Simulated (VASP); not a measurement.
**Bi: single point with LDA**

Crystal: Bi.

```
CELL_PARAMETERS angstrom
0.00000 2.36918 2.36918
2.36918 0.00000 2.36918
2.36918 2.36918 0.00000
ATOMIC_POSITIONS crystal
Bi 0.00000 0.00000 0.00000
```

This cell differs from its parent crystal: volume scaled by 0.9.

| Item | Value |
| --- | --- |
| Program | VASP 6.6.1 |
| Task | single point |
| Functional | LDA |
| Potentials or basis | VASP PAW LDA potentials, release 64 (Bi_d) |
| Cutoff | 500 eV |
| k mesh | 14 × 14 × 14 |
| Occupations | fermi-dirac, width 0.1 eV |
| Spin | no spin polarisation |
| Dipole correction | no |
| Further INCAR settings | ALGO = Normal; EDIFF = 1e-06; NBANDS = 14 |

The pressure is 8.5 GPa.

Levels at points of the mesh, in eV from the Fermi level:
```tsv
k point	band 3	band 4	band 5	band 6	band 7	band 8	band 9	band 10	band 11	band 12
(0.00, 0.00, 0.00)	-23.24	-23.11	-23.11	-14.88	5.95	5.95	5.95	8.92	10.86	11.69
(0.50, 0.00, 0.00)	-23.22	-22.99	-22.99	-11.13	-6.35	3.97	3.97	8.46	8.52	10.40
(0.50, 0.50, 0.00)	-23.00	-22.96	-22.96	-9.64	-5.39	0.27	0.27	4.24	5.45	17.51
```

Wall time 8.4 s on 1 thread of Intel(R) Xeon(R) 6975P-C (Granite Rapids), on a shared host, peak memory 0.15 GiB.

Caveat: spin-orbit coupling is left out, which moves the levels of the heavy elements.
